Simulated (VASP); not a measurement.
# Sc (P6/mmm) in VASP: a series of runs

Runs on Sc. Level: PBE. Tasks: relaxation of cell and atoms.

All numbers are computed with VASP 6.6.1; they aren't measurements. Logs are shortened: lines on timing, memory, paths and dates and some standing lists are left out, and cuts for length are marked.

## (1) The cell of the first run

It takes space group P6/mmm (No. 191, hexagonal). The conventional cell has a = 2.312 Å, b = 2.312 Å, c = 2.200 Å, α = 90.00°, β = 90.00°, γ = 120.00°. Within 2.9 Å of Sc (site symmetry 6/mmm) lie 8 Sc at 2.20 to 2.31 Å.

This isn't the form of Sc at room conditions, which is hcp.

## (2) Relaxation of cell and atoms, PBE, target pressure 160 GPa, at which the enthalpy is minimised

The input, INCAR:

```
PREC = Accurate
ENCUT = 500
EDIFF = 1E-7
ISMEAR = -1
SIGMA = 0.1
LREAL = F
LASPH = T
NELM = 120
ALGO = Normal
ISIF = 3
LWAVE = F
LCHARG = F
GGA = PE
IBRION = 2
NSW = 32
EDIFFG = -0.005
PSTRESS = 1600.0
GGA_COMPAT = F
NELMIN = 4
```

The input, KPOINTS:

```
Automatic mesh
0
Gamma
  19 19 17
```

The input, POSCAR:

```
Sc
1.0
    2.3122133755      0.0000000000      0.0000000000
   -1.1561066878      2.0024355222      0.0000000000
    0.0000000000      0.0000000000      2.1995795134
Sc
1
Direct
    0.0000000000      0.0000000000      0.0000000000
```

Potentials or basis: VASP PAW PBE potentials, release 64 (Sc_sv).

Run with:

```
$ cat potpaw_PBE.64/Sc_sv/POTCAR > POTCAR
$ mpirun -np 1 vasp_std > vasp.out
```

OUTCAR:

```text
PREC = Accurate
   ENCUT = 500
   EDIFF = 1E-7
   ISMEAR = -1
   LREAL = F
   LASPH = T
   NELM = 120
   ISIF = 3
   GGA = PE
   IBRION = 2
   NSW = 32
   EDIFFG = -0.005
   PSTRESS = 1600.0
   NELMIN = 4

 ion  position               nearest neighbor table
   1  0.000  0.000  0.000-

  LATTYP: Found a hexagonal cell.
 ALAT       =     2.3122133755
 C/A-ratio  =     0.9512874273

  Lattice vectors:

 A1 = (   2.3122133755,   0.0000000000,   0.0000000000)
 A2 = (  -1.1561066878,   2.0024355222,   0.0000000000)
 A3 = (   0.0000000000,   0.0000000000,   2.1995795134)

Analysis of symmetry for initial positions (statically):
=====================================================================
 Subroutine PRICEL returns:
 Original cell was already a primitive cell.

 Routine SETGRP: Setting up the symmetry group for a
 hexagonal supercell.

 Subroutine GETGRP returns: Found 24 space group operations
 (whereof 24 operations were pure point group operations)
 out of a pool of 24 trial point group operations.

The static configuration has the point symmetry D_6h.

Analysis of symmetry for dynamics (positions and initial velocities):
=====================================================================
 Subroutine PRICEL returns:
 Original cell was already a primitive cell.

 Routine SETGRP: Setting up the symmetry group for a
 hexagonal supercell.

 Subroutine GETGRP returns: Found 24 space group operations
 (whereof 24 operations were pure point group operations)
 out of a pool of 24 trial point group operations.

The dynamic configuration has the point symmetry D_6h.

 Subroutine INISYM returns: Found 24 space group operations
 (whereof 24 operations are pure point group operations),
 and found     1 'primitive' translations

----------------------------------------------------------------------------------------

                                     Primitive cell

  volume of cell :      10.1842

  direct lattice vectors                    reciprocal lattice vectors
     2.312213375  0.000000000  0.000000000     0.432486037  0.249695930  0.000000000
    -1.156106688  2.002435522  0.000000000     0.000000000  0.499391860  0.000000000
     0.000000000  0.000000000  2.199579513     0.000000000  0.000000000  0.454632349

  length of vectors
     2.312213375  2.312213376  2.199579513     0.499391860  0.499391860  0.454632349

  position of ions in fractional coordinates (direct lattice)
     0.000000000  0.000000000  0.000000000

  ion indices of the primitive-cell ions
   primitive index   ion index
                 1           1

----------------------------------------------------------------------------------------

 KPOINTS: Automatic mesh

Automatic generation of k-mesh.
 Grid dimensions read from file:
 generate k-points for:   19   19   17

 Generating k-lattice:

  Cartesian coordinates                     Fractional coordinates (reciprocal lattice)
     0.022762423  0.013141891  0.000000000     0.052631579 -0.000000000  0.000000000
     0.000000000  0.026283782  0.000000000     0.000000000  0.052631579  0.000000000
     0.000000000  0.000000000  0.026743079     0.000000000  0.000000000  0.058823529

  Length of vectors
     0.026283782  0.026283782  0.026743079

  Shift w.r.t. Gamma in fractional coordinates (k-lattice)
     0.000000000  0.000000000  0.000000000

 Subroutine IBZKPT returns following result:
 ===========================================

 Found    360 irreducible k-points:

 Following reciprocal coordinates:
            Coordinates               Weight
  0.000000  0.000000  0.000000      1.000000
  0.052632  0.000000  0.000000      6.000000
  0.105263  0.000000  0.000000      6.000000
  0.157895  0.000000  0.000000      6.000000
  0.210526  0.000000  0.000000      6.000000
  0.263158  0.000000  0.000000      6.000000
[... 16 lines left out ...]
  0.263158  0.105263  0.000000     12.000000
  0.315789  0.105263  0.000000     12.000000
 [... further k-points ...]
   k-points           NKPTS =    360   k-points in BZ     NKDIM =    360   number of bands    NBANDS=      9
   number of dos      NEDOS =    301   number of ions     NIONS =      1
   total plane-waves  NPLWV =   5184
   dimension x,y,z NGX =    18 NGY =   18 NGZ =   16
   dimension x,y,z NGXF=    36 NGYF=   36 NGZF=   32
   ions per type =               1
   NGX,Y,Z   is equivalent  to a cutoff of  12.94, 12.94, 12.09 a.u.
   NGXF,Y,Z  is equivalent  to a cutoff of  25.88, 25.88, 24.19 a.u.
 SYSTEM =  unknown system
   PREC   = accura    normal or accurate (medium, high low for compatibility)
   ISTART =      0    job   : 0-new  1-cont  2-samecut
   ICHARG =      2    charge: 1-file 2-atom 10-const
   ISPIN  =      1    spin polarized calculation?
   LNONCOLLINEAR =      F non collinear calculations
   LSORBIT =      F    spin-orbit coupling
   LASPH  =      T    aspherical Exc in radial PAW
   ENCUT  =  500.0 eV  36.75 Ry    6.06 a.u.   4.22  4.22  4.01*2*pi/ulx,y,z
   NELM   =    120;   NELMIN=  4; NELMDL= -5     # of ELM steps
   EDIFF  = 0.1E-06   stopping-criterion for ELM
   LREAL  =      F    real-space projection
   EDIFFG = -.5E-02   stopping-criterion for IOM
   NSW    =     32    number of steps for IOM
   IBRION =      2    ionic relax: 0-MD 1-quasi-New 2-CG
   NFREE  =      1    steps in history (QN), initial steepest desc. (CG)
   ISIF   =      3    stress and relaxation
   ISYM   =      2    0-nonsym 1-usesym 2-fastsym
   POTIM  = 0.5000    time-step for ionic-motion
   TEBEG  =    0.0;   TEEND  =   0.0 temperature during run
   PSTRESS= 1600.0 pullay stress
   NELECT =      11.0000    total number of electrons
   NUPDOWN=      -1.0000    fix difference up-down
   EMIN   =  10.00;   EMAX   =-10.00  energy-range for DOS
   EFERMI =   0.00;   METHOD = LEGACY
   ISMEAR =    -1;   SIGMA  =   0.10  broadening in eV -4-tet -1-fermi 0-gaus
   EFERMI_NEDOS =   21; number of points for ismear=-14 and -15
   IALGO  =     38    algorithm
   IMIX   =      4    mixing-type and parameters
     AMIX     =   0.40;   BMIX     =  1.00
     AMIX_MAG =   1.60;   BMIX_MAG =  1.00
  volume/ion in A,a.u.               =      10.18        68.73
  Fermi-wavevector in a.u.,A,eV,Ry     =   1.679695  3.174163 38.387128  2.821374
  Thomas-Fermi vector in A             =   2.763561
   LORBIT       =      0    0 simple, 1 ext, 2 COOP (PROOUT), +10 PAW based schemes
   GGA     = PE    functional components
   LHFCALC =     F    Hartree Fock is set to
   AEXX    =    0.0000 exact exchange contribution
   IVDW    =     0    specifies the selected vdW correction
   LEPSILON=     F    determine dielectric tensor
   LRPA    =     F    only Hartree local field effects (RPA)
 conjugate gradient relaxation of ions
 non-spin polarized calculation
  energy-cutoff  :      500.00
  volume of cell :       10.18
 maximum number of plane-waves:       272
 NGX is ok and might be reduce to    18
   NGX =  9   NGY =  9   NGZ =  9

--------------------------------------- Ionic step        1  -------------------------------------------

 number of electron      10.9999999 magnetization

 Free energy of the ion-electron system (eV)
  ---------------------------------------------------
  ext. energy  EPLUGINS =         0.00000000
  ---------------------------------------------------
  free energy    TOTEN  =        -1.84591918 eV

  energy without entropy =       -1.81167899  energy(sigma->0) =       -1.82879908

------------------------ aborting loop because EDIFF is reached ----------------------------------------

  FORCE on cell =-STRESS in cart. coord.  units (eV):
  Direction    XX          YY          ZZ          XY          YZ          ZX
  --------------------------------------------------------------------------------------
  -------------------------------------------------------------------------------------
  Total       10.4763733     10.4763733     10.5504917     -0.0000000     -0.0000000      0.0000000
  in kB     1648.1450550   1648.1450551   1659.8053749     -0.0000000     -0.0000000      0.0000000
  external PRESSURE =      52.0318283 kB  Pullay stress =    1600.0000000 kB
[... 133 lines left out ...]
  enthalpy is  TOTEN    =         8.3224575802 eV   P V=       10.2881792706

--------------------------------------- Ionic step        5  -------------------------------------------

 number of electron      10.9999998 magnetization

 Free energy of the ion-electron system (eV)
  ---------------------------------------------------
  ext. energy  EPLUGINS =         0.00000000
  ---------------------------------------------------
  free energy    TOTEN  =        -1.96458171 eV

  energy without entropy =       -1.93024056  energy(sigma->0) =       -1.94741114

 E-fermi :  10.4842     XC(G=0): -14.0657

 val. band max:       10.4788664879   @ k =   0.2105   0.0526   0.1765
 cond. band min:      10.4917121279   @ k =   0.3158   0.1053   0.4706
 fundamental gap:      0.0128456400
 Fermi energy:        10.4842206175

 k-point     1 :       0.0000    0.0000    0.0000
  band No.  band energies     occupation
      1     -39.0637      2.00000
      2     -14.4892      2.00000
      3     -14.2356      2.00000
      4     -14.2356      2.00000
      5       6.5061      2.00000
      6       8.2861      2.00000
      7      12.8182      0.00000
      8      12.8182      0.00000
      9      19.8265      0.00000
[... 265 lines left out ...]
 k-point    24 :       0.3158    0.1053    0.0000
  band No.  band energies     occupation
      1     -37.7311      2.00000
      2     -18.6053      2.00000
      3     -15.5869      2.00000
      4     -13.8900      2.00000
      5       8.1443      2.00000
      6      10.3466      1.59661
      7      13.9074      0.00000
      8      15.6241      0.00000
      9      18.6395      0.00000

 [... further k-points ...]

------------------------ aborting loop because EDIFF is reached ----------------------------------------

  FORCE on cell =-STRESS in cart. coord.  units (eV):
  Direction    XX          YY          ZZ          XY          YZ          ZX
  --------------------------------------------------------------------------------------
  -------------------------------------------------------------------------------------
  Total       10.2880436     10.2880436     10.2890849     -0.0000000      0.0000000     -0.0000000
  in kB     1600.1595811   1600.1595813   1600.3215520     -0.0000001      0.0000000     -0.0000000
  external PRESSURE =       0.2135715 kB  Pullay stress =    1600.0000000 kB
[... 16 lines left out ...]
  FREE ENERGIE OF THE ION-ELECTRON SYSTEM (eV)
  ---------------------------------------------------
  free  energy   TOTEN  =        -1.9645817145 eV

  energy  without entropy=       -1.9302405569  energy(sigma->0) =       -1.94741114

  enthalpy is  TOTEN    =         8.3224358512 eV   P V=       10.2870175657

 reached required accuracy - stopping structural energy minimisation
```

Wall time 86 s (1 thread of Oxide Virtual Turin-like, shared host); peak memory 0.11 GiB.

What came out:

| Item | Value |
| --- | --- |
| Free energy | -1.9646 eV |
| Relaxed volume | 10.30 Å³/atom |
| Relaxed cell | a = 2.319 Å, b = 2.319 Å, c = 2.212 Å, α = 90.00°, β = 90.00°, γ = 120.00° |
| Space group after relaxing (to 0.1 Å) | P6/mmm (No. 191) |
| Energy change on relaxing (the run minimises the enthalpy) | -118.7 meV/atom |
| Ionic steps | 5 |
| Pressure after relaxing | 160.0 GPa |
| Band gap on the k mesh | zero (an odd number of electrons rules out a gap without spin polarisation) |

The path:
```
step  energy change (eV)  largest force (eV/Å)  pressure (GPa)  volume (Å³)
   1              0.0000                0.0000          165.20        10.18
   2             -0.4779                0.0000          144.53        10.68
   3             -0.1222                0.0000          159.89        10.30
   4             -0.1198                0.0000          159.99        10.30
   5             -0.1187                0.0000          160.02        10.30
```

Final structure:
```
CELL_PARAMETERS angstrom
2.31909 0.00000 0.00000
-1.15955 2.00839 0.00000
0.00000 0.00000 2.21164
ATOMIC_POSITIONS crystal
Sc 0.00000 0.00000 0.00000
```

Caveat: the cell is relaxed towards a set pressure, so the run minimises the enthalpy, not the energy.

## (3) Relaxation of cell and atoms, PBE, target pressure 160 GPa, at which the enthalpy is minimised

The input, INCAR:

```
PREC = Accurate ; ENCUT = 500
EDIFF = 1E-7 ; ISMEAR = -1
SIGMA = 0.1 ; LREAL = F
LASPH = T ; NELM = 120
ALGO = Normal ; ISIF = 3
LWAVE = F ; LCHARG = F
GGA = PE ; IBRION = 2
NSW = 60 ; EDIFFG = -0.005
PSTRESS = 1600.0 ; GGA_COMPAT = F
NELMIN = 4
```

The input, KPOINTS:

```
regular mesh
0
Gamma
  19 19 17
```

The input, POSCAR:

```
Sc
1.0
    2.3225285639      0.0000000000      0.0000000000
   -1.1612642819      2.0113687373      0.0000000000
    0.0000000000      0.0000000000      2.1831768500
Sc
1
Direct
    0.0000000000      0.0000000000      0.0000000000
```

Potentials or basis: VASP PAW PBE potentials, release 64 (Sc_sv).

Run with:

```
$ cat potpaw_PBE.64/Sc_sv/POTCAR > POTCAR
$ mpirun -np 1 vasp_std > vasp.out
```

Run time: 2.1 min. Hardware: 1 thread of Oxide Virtual Turin-like, shared host; peak memory 0.12 GiB.

It converged, with:

```yaml
Free_energy: -1.9654 eV
Relaxed_volume: 10.30 Å³/atom
Relaxed_cell: a = 2.319 Å, b = 2.319 Å, c = 2.212 Å, α = 90.00°, β = 90.00°, γ = 120.00°
Space_group_after_relaxing_to_0.1_Å: P6/mmm (No. 191)
Energy_change_on_relaxing_the_run_minimises_the_enthalpy: -106.1 meV/atom
Ionic_steps: 7
Pressure_after_relaxing: 160.0 GPa
Band_gap_on_the_k_mesh: zero (an odd number of electrons rules out a gap without spin polarisation)
```

Step by step:
```
step  energy change (eV)  largest force (eV/Å)  pressure (GPa)  volume (Å³)
   1              0.0000                0.0000          164.69        10.20
   2             -0.4331                0.0000          145.87        10.64
   3             -0.1288                0.0000          159.11        10.33
   4             -0.1101                0.0000          159.79        10.31
   5             -0.1118                0.0000          159.74        10.31
   6             -0.0911                0.0000          160.64        10.29
   7             -0.1061                0.0000          159.99        10.30
```

Final structure:
```
CELL_PARAMETERS angstrom
2.31916 0.00000 0.00000
-1.15958 2.00845 0.00000
0.00000 0.00000 2.21167
ATOMIC_POSITIONS crystal
Sc 0.00000 0.00000 0.00000
```

Levels at points of the mesh, in eV from the Fermi level:
| k point | band 3 | band 4 | band 5 | band 6 | band 7 | band 8 | band 9 |
| --- | --- | --- | --- | --- | --- | --- | --- |
| (0.00, 0.00, 0.00) | -24.72 | -24.72 | -3.98 | -2.20 | 2.33 | 2.33 | 9.34 |

Caveat: the cell is relaxed towards a set pressure, so the run minimises the enthalpy, not the energy.
